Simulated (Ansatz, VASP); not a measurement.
**Two plane-wave programs on TePb**

```
Pb Te
1.0
     0.00000    3.16980    3.16980
     3.16980    0.00000    3.16980
     3.16980    3.16980    0.00000
Pb Te
1 1
Direct
  0.00000 0.00000 0.00000
  0.50000 0.50000 0.50000
```

Change from the starting cell: hydrostatic strain -3.0%.

Alike in both runs: task single point; functional r2SCAN; k mesh 8 × 8 × 8; no spin polarisation.

```csv
,VASP,Ansatz
version,VASP 6.6.1,Ansatz 0.2.0
potentials or method,"VASP PAW PBE potentials, release 64 (Pb_d, Te)","plane waves, PAW"
plane-wave cutoff (eV),520,500
occupations,"gaussian, width 0.01 eV",fixed
valence electrons in the cell,20,30
```

Ansatz gave:

* gap on the k mesh at the Fermi level (eV): 0.87
* pressure (GPa): 4.7

Question: Estimate VASP's values.

Answer: gap on the k mesh at the Fermi level (eV): 0.88; pressure (GPa): 4.7.

VASP's potentials were made for PBE, not for r2SCAN. VASP's potentials hold 20 valence electrons a cell and Ansatz's 30, so a difference there can come from the potentials and not from the codes.

Neither program's run includes spin-orbit coupling.
